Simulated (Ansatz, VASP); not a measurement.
**One calculation of In3Sb2As, two programs**

The input INCAR:

```
SYSTEM = In3Sb2As
ALGO = Normal
EDIFF = 1E-6
ENCUT = 520
GGA = PE
ISIF = 2
ISMEAR = 0
LASPH = .True.
LCHARG = .True.
LELF = .True.
LREAL = .False.
LVHAR = .True.
LWAVE = .False.
NBANDS = 66
NELM = 60
PREC = Accurate
SIGMA = 0.1
```

File KPOINTS:

```
k-points
0
Gamma
  6 6 1
  0 0 0
```

The input POSCAR:

```
In3Sb2As
1.0
    4.2206170100      0.0000000000      0.0000000000
   -2.1103085000      3.6551615500      0.0000000000
    0.0000000000      0.0000000000     20.8185628300
In Sb As
6 4 2
Direct
    0.6666666700      0.3333333300      0.1668627100
    0.6666666700      0.3333333300      0.5001960400
    0.6666666700      0.3333333300      0.8335293700
    0.3333333300      0.6666666700      0.0001960400
    0.3333333300      0.6666666700      0.3335293700
    0.3333333300      0.6666666700      0.6668627100
    0.6666666700      0.3333333300      0.6249706100
    0.6666666700      0.3333333300      0.9583039500
    0.3333333300      0.6666666700      0.1249706100
    0.3333333300      0.6666666700      0.4583039500
    0.6666666700      0.3333333300      0.2916372800
    0.3333333300      0.6666666700      0.7916372800
```

Input for Ansatz:

```yaml
crystal:
  lattice:
    - [4.22061701, 0.0, 0.0]
    - [-2.1103085, 3.65516155, 0.0]
    - [0.0, 0.0, 20.81856283]
  atoms:
    - { symbol: In, position: [0.66666667, 0.33333333, 0.16686271] }
    - { symbol: In, position: [0.66666667, 0.33333333, 0.50019604] }
    - { symbol: In, position: [0.66666667, 0.33333333, 0.83352937] }
    - { symbol: In, position: [0.33333333, 0.66666667, 0.00019604] }
    - { symbol: In, position: [0.33333333, 0.66666667, 0.33352937] }
    - { symbol: In, position: [0.33333333, 0.66666667, 0.66686271] }
    - { symbol: Sb, position: [0.66666667, 0.33333333, 0.62497061] }
    - { symbol: Sb, position: [0.66666667, 0.33333333, 0.95830395] }
    - { symbol: Sb, position: [0.33333333, 0.66666667, 0.12497061] }
    - { symbol: Sb, position: [0.33333333, 0.66666667, 0.45830395] }
    - { symbol: As, position: [0.66666667, 0.33333333, 0.29163728] }
    - { symbol: As, position: [0.33333333, 0.66666667, 0.79163728] }
basis:
  ecutwfc: 420
kpoints:
  mp_grid: { grid: [6, 6, 1] }
hamiltonian:
  xc: pbe
scf:
  occupations: { method: gaussian, width: 0.1 }
  lower_state_search: "off"
output:
  forces: true
  stress: true
  eigenvalues: true
```

Alike in both runs: task single point; functional PBE; k mesh 6 × 6 × 1; occupations gaussian, width 0.1 eV; no spin polarisation.

```csv
,VASP,Ansatz
version,VASP 6.6.1,Ansatz 0.2.0
potentials or method,"VASP PAW PBE potentials, release 64 (In_d, Sb, As), cutoff 520 eV","scalar-relativistic, plane waves, PAW"
valence electrons in the cell,108,168
```

Ansatz gave:

| Quantity | Value |
| --- | --- |
| gap on the k mesh at the Fermi level (eV) | 0.23 |
| least direct gap on the mesh (eV) | 0.23 |
| pressure (GPa) | 18.0 |
| traceless stress, the component that is largest in VASP (GPa) | -0.08 |
| rms of the force components (eV/Å) | 0.490 |

Problem. Which values does VASP return?

Solution. gap on the k mesh at the Fermi level (eV): 0.23; least direct gap on the mesh (eV): 0.23; pressure (GPa): 18.0; traceless stress, the component that is largest in VASP (GPa): -0.07; rms of the force components (eV/Å): 0.486.

Atom by atom the forces differ by 0.004 eV/Å (rms over components). VASP's potentials hold 108 valence electrons a cell and Ansatz's 168, so a difference there can come from the potentials and not from the codes.

Spin-orbit coupling is off throughout.
